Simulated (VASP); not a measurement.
Si, 4 atoms in the cell. It takes space group P6_3/mmc (No. 194, hexagonal). The conventional cell has a = 3.825 Å, b = 3.825 Å, c = 6.325 Å, α = 90.00°, β = 90.00°, γ = 120.00°. Within 3.1 Å of Si (site symmetry 3m) lie 4 Si at 2.35 to 2.37 Å. 

| Property | Result |
| --- | --- |
| Program | VASP 6.6.1 |
| Task | single point |
| Functional | PBEsol |
| Potentials or basis | VASP PAW PBE potentials, release 64 (Si) |
| Cutoff | 520 eV |
| k mesh | 9 × 9 × 6 |
| Occupations | gaussian, width 0.01 eV |
| Spin | no spin polarisation |
| Dipole correction | no |
| Further INCAR settings | ALGO = Normal; EDIFF = 1e-06; NBANDS = 16 |

Potentials or basis: VASP PAW PBE potentials, release 64 (Si).

Launch:

```sh
$ cat potpaw_PBE.64/Si/POTCAR > POTCAR
$ mpirun -np 1 vasp_std > vasp.out
```

Hardware: 1 thread of AMD EPYC 9R45 96-Core Processor (Zen 5) (shared host).

Task: Estimate the wall time of this run.

Result: Run time: 26 s on 1 thread of AMD EPYC 9R45 96-Core Processor (Zen 5) (shared host), peak memory 0.17 GiB. Counts: scf iterations 11, k points 48.
